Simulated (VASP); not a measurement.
# C (Fddd) in VASP: a series of runs

The runs below take C through single point, with PBE.

Everything below comes from runs of VASP 6.6.1. Logs are shortened: lines on timing, memory, paths and dates and some standing lists are left out, and cuts for length are marked.

## Step 1: The cell of the first run

Symmetry: Fddd, No. 70, orthorhombic system. Conventional cell: a = 3.232 Å, b = 3.447 Å, c = 4.036 Å, α = 90.00°, β = 90.00°, γ = 90.00°. C (site symmetry 222) has 4 C at 1.55 Å within 2.1 Å.

## Step 2: Single point, PBE

The input, INCAR:

```
SYSTEM = C
  PREC = Accurate
  ENCUT = 520
  EDIFF = 1E-6
  ISMEAR = 0
  SIGMA = 0.05
  LREAL = .FALSE.
  LASPH = .TRUE.
  NELM = 60
  ALGO = Normal
  ISIF = 2
  LWAVE = .FALSE.
  LCHARG = .TRUE.
  GGA = PE
  LELF = .TRUE.
  LVHAR = .TRUE.
  NBANDS = 11
```

The input, KPOINTS:

```
regular mesh
0
G
  12 12 12
  0 0 0
```

The input, POSCAR:

```
C
1.0
    0.0000000000      2.0180025815      1.7233384878
    1.6161879082      0.0000000000      1.7233384878
    1.6161879082      2.0180025815      0.0000000000
C
2
Direct
    0.5000000000      0.5000000000      0.5000000000
    0.7500000000      0.7500000000      0.7500000000
```

Potentials or basis: VASP PAW PBE potentials, release 64 (C).

Command:

```bash
cat potpaw_PBE.64/C/POTCAR > POTCAR
mpirun -np 1 vasp_std > vasp.out
```

OUTCAR:

```text
SYSTEM = C
   PREC = Accurate
   ENCUT = 520
   EDIFF = 1E-6
   ISMEAR = 0
   LREAL = .FALSE.
   LASPH = .TRUE.
   NELM = 60
   ISIF = 2
   GGA = PE

 ion  position               nearest neighbor table
   1  0.500  0.500  0.500-   2 1.55   2 1.55   2 1.55   2 1.55
   2  0.750  0.750  0.750-   1 1.55   1 1.55   1 1.55   1 1.55

  LATTYP: Found a face centered orthorhombic cell.
 ALAT       =     3.2323758164
 B/A-ratio  =     1.0662983426
 C/A-ratio  =     1.2486187845

  Lattice vectors:

 A1 = (   0.0000000000,   2.0180025815,  -1.7233384878)
 A2 = (   1.6161879082,   2.0180025815,   0.0000000000)
 A3 = (   1.6161879082,   0.0000000000,  -1.7233384878)

Analysis of symmetry for initial positions (statically):
=====================================================================
 Subroutine PRICEL returns:
 Original cell was already a primitive cell.

 Routine SETGRP: Setting up the symmetry group for a
 face centered orthorhombic supercell.

 Subroutine GETGRP returns: Found  8 space group operations
 (whereof  4 operations were pure point group operations)
 out of a pool of  8 trial point group operations.

The static configuration has the point symmetry D_2 .
 The point group associated with its full space group is D_2h.

Analysis of symmetry for dynamics (positions and initial velocities):
=====================================================================
 Subroutine PRICEL returns:
 Original cell was already a primitive cell.

 Routine SETGRP: Setting up the symmetry group for a
 face centered orthorhombic supercell.

 Subroutine GETGRP returns: Found  8 space group operations
 (whereof  4 operations were pure point group operations)
 out of a pool of  8 trial point group operations.

The dynamic configuration has the point symmetry D_2 .
 The point group associated with its full space group is D_2h.

 Subroutine INISYM returns: Found  8 space group operations
 (whereof  4 operations are pure point group operations),
 and found     1 'primitive' translations

----------------------------------------------------------------------------------------

                                     Primitive cell

  volume of cell :      11.2412

  direct lattice vectors                    reciprocal lattice vectors
     0.000000000  2.018002581  1.723338488    -0.309369967  0.247769752  0.290134529
     1.616187908  0.000000000  1.723338488     0.309369967 -0.247769752  0.290134529
     1.616187908  2.018002581  0.000000000     0.309369967  0.247769752 -0.290134529

  length of vectors
     2.653720023  2.362616960  2.585420232     0.491200236  0.491200236  0.491200236

  position of ions in fractional coordinates (direct lattice)
     0.500000000  0.500000000  0.500000000
     0.750000000  0.750000000  0.750000000

  ion indices of the primitive-cell ions
   primitive index   ion index
                 1           1
                 2           2

----------------------------------------------------------------------------------------

 KPOINTS: regular mesh

Automatic generation of k-mesh.
 Grid dimensions read from file:
 generate k-points for:   12   12   12

 Generating k-lattice:

  Cartesian coordinates                     Fractional coordinates (reciprocal lattice)
    -0.025780831  0.020647479  0.024177877     0.083333333  0.000000000  0.000000000
     0.025780831 -0.020647479  0.024177877     0.000000000  0.083333333  0.000000000
     0.025780831  0.020647479 -0.024177877     0.000000000  0.000000000  0.083333333

  Length of vectors
     0.040933353  0.040933353  0.040933353

  Shift w.r.t. Gamma in fractional coordinates (k-lattice)
     0.000000000  0.000000000  0.000000000

 Subroutine IBZKPT returns following result:
 ===========================================

 Found    280 irreducible k-points:

 Following reciprocal coordinates:
            Coordinates               Weight
  0.000000  0.000000  0.000000      1.000000
  0.083333  0.000000  0.000000      8.000000
  0.166667  0.000000  0.000000      8.000000
  0.250000  0.000000  0.000000      8.000000
  0.333333  0.000000  0.000000      8.000000
  0.416667 -0.000000  0.000000      8.000000
[... 16 lines left out ...]
  0.500000  0.166667  0.000000      8.000000
 -0.416667  0.166667  0.000000      8.000000
 [... further k-points ...]
   k-points           NKPTS =    280   k-points in BZ     NKDIM =    280   number of bands    NBANDS=     11
   number of dos      NEDOS =    301   number of ions     NIONS =      2
   total plane-waves  NPLWV =   7200
   dimension x,y,z NGX =    20 NGY =   18 NGZ =   20
   dimension x,y,z NGXF=    40 NGYF=   36 NGZF=   40
   ions per type =               2
   NGX,Y,Z   is equivalent  to a cutoff of  12.53, 12.67, 12.86 a.u.
   NGXF,Y,Z  is equivalent  to a cutoff of  25.06, 25.33, 25.72 a.u.
 SYSTEM =  C
   PREC   = accura    normal or accurate (medium, high low for compatibility)
   ISTART =      0    job   : 0-new  1-cont  2-samecut
   ICHARG =      2    charge: 1-file 2-atom 10-const
   ISPIN  =      1    spin polarized calculation?
   LNONCOLLINEAR =      F non collinear calculations
   LSORBIT =      F    spin-orbit coupling
   LASPH  =      T    aspherical Exc in radial PAW
   ENCUT  =  520.0 eV  38.22 Ry    6.18 a.u.   4.93  4.39  4.81*2*pi/ulx,y,z
   NELM   =     60;   NELMIN=  2; NELMDL= -5     # of ELM steps
   EDIFF  = 0.1E-05   stopping-criterion for ELM
   LREAL  =      F    real-space projection
   EDIFFG = 0.1E-04   stopping-criterion for IOM
   NSW    =      0    number of steps for IOM
   IBRION =     -1    ionic relax: 0-MD 1-quasi-New 2-CG
   NFREE  =      0    steps in history (QN), initial steepest desc. (CG)
   ISIF   =      2    stress and relaxation
   ISYM   =      2    0-nonsym 1-usesym 2-fastsym
   POTIM  = 0.5000    time-step for ionic-motion
   TEBEG  =    0.0;   TEEND  =   0.0 temperature during run
   PSTRESS=    0.0 pullay stress
   NELECT =       8.0000    total number of electrons
   NUPDOWN=      -1.0000    fix difference up-down
   EMIN   =  10.00;   EMAX   =-10.00  energy-range for DOS
   EFERMI =   0.00;   METHOD = LEGACY
   ISMEAR =     0;   SIGMA  =   0.05  broadening in eV -4-tet -1-fermi 0-gaus
   EFERMI_NEDOS =   21; number of points for ismear=-14 and -15
   IALGO  =     38    algorithm
   IMIX   =      4    mixing-type and parameters
     AMIX     =   0.40;   BMIX     =  1.00
     AMIX_MAG =   1.60;   BMIX_MAG =  1.00
  volume/ion in A,a.u.               =       5.62        37.93
  Fermi-wavevector in a.u.,A,eV,Ry     =   1.461617  2.762055 29.066437  2.136323
  Thomas-Fermi vector in A             =   2.577927
   LORBIT       =      0    0 simple, 1 ext, 2 COOP (PROOUT), +10 PAW based schemes
   GGA     = PE    functional components
   LHFCALC =     F    Hartree Fock is set to
   AEXX    =    0.0000 exact exchange contribution
   IVDW    =     0    specifies the selected vdW correction
   LEPSILON=     F    determine dielectric tensor
   LRPA    =     F    only Hartree local field effects (RPA)
 non-spin polarized calculation
 Gauss-broadening in eV      SIGMA  =   0.05
  energy-cutoff  :      520.00
  volume of cell :       11.24
 maximum number of plane-waves:       318
   NGX =  9   NGY =  9   NGZ =  9

 number of electron       8.0000000 magnetization

 Free energy of the ion-electron system (eV)
  ---------------------------------------------------
  ext. energy  EPLUGINS =         0.00000000
  ---------------------------------------------------
  free energy    TOTEN  =       -17.25268551 eV

  energy without entropy =      -17.25268551  energy(sigma->0) =      -17.25268551

 E-fermi :  11.6384     XC(G=0): -13.3483

 val. band max:       11.3803267425   @ k =   0.0000   0.0000   0.0000
 cond. band min:      12.0516375605   @ k =   0.0000   0.4167   0.4167
 fundamental gap:      0.6713108181
 Fermi energy:        11.6384244317

 k-point     1 :       0.0000    0.0000    0.0000
  band No.  band energies     occupation
      1     -11.6804      2.00000
      2       7.6328      2.00000
      3      10.7951      2.00000
      4      11.3803      2.00000
      5      14.7354      0.00000
      6      15.5231      0.00000
      7      17.4520      0.00000
      8      22.1552      0.00000
      9      29.7355      0.00000
     10      30.6139      0.00000
     11      32.4387      0.00000

 k-point     2 :       0.0833    0.0000    0.0000
  band No.  band energies     occupation
      1     -11.4825      2.00000
      2       7.1889      2.00000
      3       9.9100      2.00000
      4      10.9037      2.00000
      5      14.9977      0.00000
      6      15.8686      0.00000
      7      18.1785      0.00000
      8      22.3473      0.00000
      9      29.6856      0.00000
     10      30.1207      0.00000
     11      34.3663      0.00000

 k-point     3 :       0.1667    0.0000    0.0000
  band No.  band energies     occupation
      1     -10.8910      2.00000
      2       5.7640      2.00000
      3       8.1031      2.00000
      4      10.3035      2.00000
      5      15.2458      0.00000
      6      16.7004      0.00000
      7      19.5171      0.00000
      8      22.9643      0.00000
      9      29.2060      0.00000
     10      31.0350      0.00000
     11      35.1599      0.00000

 k-point     4 :       0.2500    0.0000    0.0000
  band No.  band energies     occupation
      1      -9.9145      2.00000
      2       3.3579      2.00000
      3       6.8033      2.00000
      4       9.7764      2.00000
      5      15.1587      0.00000
      6      17.6838      0.00000
      7      20.6316      0.00000
      8      23.9319      0.00000
      9      29.4196      0.00000
     10      32.3168      0.00000
     11      34.1626      0.00000

 k-point     5 :       0.3333    0.0000    0.0000
  band No.  band energies     occupation
      1      -8.5734      2.00000
      2       0.6506      2.00000
      3       5.9649      2.00000
      4       9.3946      2.00000
      5      14.9153      0.00000
      6      18.4355      0.00000
      7      21.3854      0.00000
      8      24.9327      0.00000
      9      29.8953      0.00000
     10      33.8499      0.00000
     11      34.2060      0.00000
[... 211 lines left out ...]
 k-point    21 :       0.3333    0.1667    0.0000
  band No.  band energies     occupation
      1      -8.7210      2.00000
      2       2.7364      2.00000
      3       5.4012      2.00000
      4       7.6557      2.00000
      5      15.3382      0.00000
      6      17.5702      0.00000
      7      21.2332      0.00000
      8      23.9305      0.00000
      9      29.8570      0.00000
     10      31.5994      0.00000
     11      35.9247      0.00000

 k-point    22 :       0.4167    0.1667    0.0000
  band No.  band energies     occupation
      1      -7.2640      2.00000
      2       0.1592      2.00000
      3       4.7762      2.00000
      4       7.1089      2.00000
      5      15.6400      0.00000
      6      18.0468      0.00000
      7      22.1542      0.00000
      8      24.2864      0.00000
      9      30.7527      0.00000
     10      31.0808      0.00000
     11      37.7678      0.00000

 k-point    23 :       0.5000    0.1667    0.0000
  band No.  band energies     occupation
      1      -5.6239      2.00000
      2      -2.1192      2.00000
      3       4.3671      2.00000
      4       6.7236      2.00000
      5      15.7629      0.00000
      6      18.3813      0.00000
      7      23.7515      0.00000
      8      24.1975      0.00000
      9      29.6116      0.00000
     10      32.5201      0.00000
     11      38.4363      0.00000

 k-point    24 :      -0.4167    0.1667    0.0000
  band No.  band energies     occupation
      1      -5.3395      2.00000
      2      -2.4720      2.00000
      3       4.1722      2.00000
      4       6.6076      2.00000
      5      15.9213      0.00000
      6      18.6133      0.00000
      7      23.7066      0.00000
      8      25.0389      0.00000
      9      29.0284      0.00000
     10      33.5430      0.00000
     11      36.4952      0.00000

 [... further k-points ...]

------------------------ aborting loop because EDIFF is reached ----------------------------------------

  FORCE on cell =-STRESS in cart. coord.  units (eV):
  Direction    XX          YY          ZZ          XY          YZ          ZX
  --------------------------------------------------------------------------------------
  -------------------------------------------------------------------------------------
  Total        6.6643584     -9.1263984      4.1176997      0.0000000      0.0000000      0.0000000
  in kB      949.8494495  -1300.7560404    586.8824191      0.0000000      0.0000000      0.0000000
  external PRESSURE =      78.6586094 kB  Pullay stress =       0.0000000 kB

 VOLUME and BASIS-vectors are now :
 -----------------------------------------------------------------------------
  energy-cutoff  :      520.00
  volume of cell :       11.24
      direct lattice vectors                 reciprocal lattice vectors
     0.000000000  2.018002581  1.723338488    -0.309369967  0.247769752  0.290134529
     1.616187908  0.000000000  1.723338488     0.309369967 -0.247769752  0.290134529
     1.616187908  2.018002581  0.000000000     0.309369967  0.247769752 -0.290134529

 POSITION                                       TOTAL-FORCE (eV/Angst)
 -----------------------------------------------------------------------------------
      1.61619      2.01800      1.72334         0.000000      0.000000      0.000000
      2.42428      3.02700      2.58501        -0.000000     -0.000000     -0.000000
 -----------------------------------------------------------------------------------
    total drift:                                0.000000     -0.000000      0.000000

  FREE ENERGIE OF THE ION-ELECTRON SYSTEM (eV)
  ---------------------------------------------------
  free  energy   TOTEN  =       -17.2526855103 eV

  energy  without entropy=      -17.2526855103  energy(sigma->0) =      -17.25268551
```

Wall time 20 s (1 thread of Intel Xeon Platinum 8375C at 2.90GHz (Ice Lake), shared host); peak memory 0.14 GiB.

What came out:

```
Free energy            : -17.2527 eV
Pressure               : 7.9 GPa
Band gap on the k mesh : 0.67 eV, indirect (least direct gap 3.36 eV)
```

Caveat: the cell differs from its parent crystal (strain +e along x and -e along y -0.1125, strain +e along z and -e/2 along x and y -0.0350).

## Step 3: Single point, PBE

The input, INCAR:

```
SYSTEM = C
PREC = Accurate ; ENCUT = 520
EDIFF = 1E-7 ; ISMEAR = 0
SIGMA = 0.05 ; LREAL = .FALSE.
LASPH = .TRUE. ; NELM = 100
ALGO = Normal ; ISIF = 2
LWAVE = .FALSE. ; LCHARG = .FALSE.
GGA = PE ; NBANDS = 11
```

The input, KPOINTS:

```
Automatic mesh
0
G
  12 12 12
  0 0 0
```

The input, POSCAR:

```
C
1.0
    0.0000000000      1.8996904833      1.6920862354
    1.7657522588      0.0000000000      1.6920862354
    1.7657522588      1.8996904833      0.0000000000
C
2
Direct
    0.5000000000      0.5000000000      0.5000000000
    0.7500000000      0.7500000000      0.7500000000
```

Potentials or basis: VASP PAW PBE potentials, release 64 (C).

Command:

```bash
cat potpaw_PBE.64/C/POTCAR > POTCAR
mpirun -np 1 vasp_std > vasp.out
```

It took 45 s on 1 thread of Intel Xeon 8259CL, shared host; peak memory 0.14 GiB.

The run converged. Its results:

```yaml
Free_energy: -17.9534 eV
Pressure: 2.4 GPa
Band_gap_on_the_k_mesh: 2.21 eV, indirect (least direct gap 4.26 eV)
```

Stress tensor (GPa, compression positive):
```
 18.05   0.00   0.00
  0.00 -60.66   0.00
  0.00   0.00  49.85
```

Levels at points of the mesh, in eV from the valence-band top:
| k point | band 2 | band 3 | band 4 | band 5 | band 6 | band 7 |
| --- | --- | --- | --- | --- | --- | --- |
| (0.00, 0.00, 0.00) | -1.81 | -0.51 | 0.00 | 4.26 | 4.79 | 5.69 |
| (0.50, 0.00, 0.00) | -14.11 | -4.48 | -2.62 | 5.83 | 7.87 | 9.66 |
| (0.50, 0.50, 0.00) | -12.68 | -7.77 | -7.77 | 2.81 | 2.81 | 15.95 |
| (0.50, 0.00, 0.50) | -14.46 | -6.07 | -6.07 | 5.50 | 5.50 | 15.51 |
| (0.00, 0.50, 0.50) | -13.35 | -7.13 | -7.13 | 3.83 | 3.83 | 15.43 |

Caveat: the cell differs from its parent crystal (strain +e along x and -e along y -0.0375, strain +e along z and -e/2 along x and y -0.0525). A k mesh can miss the band edges.

## Step 4: Single point, PBE

The input, INCAR:

```
SYSTEM = C
PREC = Accurate
ENCUT = 520
EDIFF = 1E-6
ISMEAR = 0
SIGMA = 0.05
LREAL = .FALSE.
LASPH = .TRUE.
NELM = 100
ALGO = Normal
ISIF = 2
LWAVE = .FALSE.
LCHARG = .FALSE.
GGA = PE
NBANDS = 11
```

The input, KPOINTS:

```
regular mesh
0
G
  12 12 12
  0 0 0
```

The input, POSCAR:

```
C
1.0
    0.0000000000      2.0023764553      1.7545907401
    1.6005617820      0.0000000000      1.7545907401
    1.6005617820      2.0023764553      0.0000000000
C
2
Direct
    0.5000000000      0.5000000000      0.5000000000
    0.7500000000      0.7500000000      0.7500000000
```

Command:

```bash
cat potpaw_PBE.64/C/POTCAR > POTCAR
mpirun -np 1 vasp_std > vasp.out
```

It took 47 s on 1 thread of Intel Xeon 8259CL, shared host; peak memory 0.14 GiB.

It converged, with:

```yaml
Free_energy: -17.3193 eV
Pressure: 7.4 GPa
Band_gap_on_the_k_mesh: 0.35 eV, indirect (least direct gap 3.18 eV)
```

Stress tensor (GPa, compression positive):
```
  97.46    0.00    0.00
   0.00 -118.49    0.00
   0.00    0.00   43.30
```

Levels at points of the mesh, in eV from the valence-band top:
```csv
k point,band 2,band 3,band 4,band 5,band 6,band 7
"(0.00, 0.00, 0.00)",-3.59,-0.88,0.00,3.18,4.31,5.93
"(0.50, 0.00, 0.00)",-14.87,-6.03,-2.47,3.40,7.23,10.51
"(0.50, 0.50, 0.00)",-14.02,-7.70,-7.70,3.28,3.28,13.33
"(0.50, 0.00, 0.50)",-16.02,-5.82,-5.82,6.26,6.26,14.16
"(0.00, 0.50, 0.50)",-12.54,-9.14,-9.14,1.02,1.02,14.83
```

Caveat: the cell differs from its parent crystal (strain +e along x and -e along y -0.1125, strain +e along z and -e/2 along x and y -0.0175).

## Step 5: The runs side by side

```csv
cell,gap on the mesh (eV),pressure (GPa)
"a = 2.654, b = 2.363, c = 2.585 Å, angles 64.7, 53.6, 61.7°, 2 atoms",0.67,7.9
"a = 2.544, b = 2.446, c = 2.594 Å, angles 60.6, 56.8, 62.6°, 2 atoms",2.21,2.4
"a = 2.662, b = 2.375, c = 2.563 Å, angles 65.1, 54.0, 60.9°, 2 atoms",0.35,7.4
```

Alike in all rows: task single point; level PBE; potentials or basis VASP PAW PBE potentials, release 64 (C); no spin polarisation; k mesh 12 × 12 × 12; cutoff (eV) 520; smearing gaussian 0.05 eV.

Absolute energies hang on the potentials; compare differences alone.
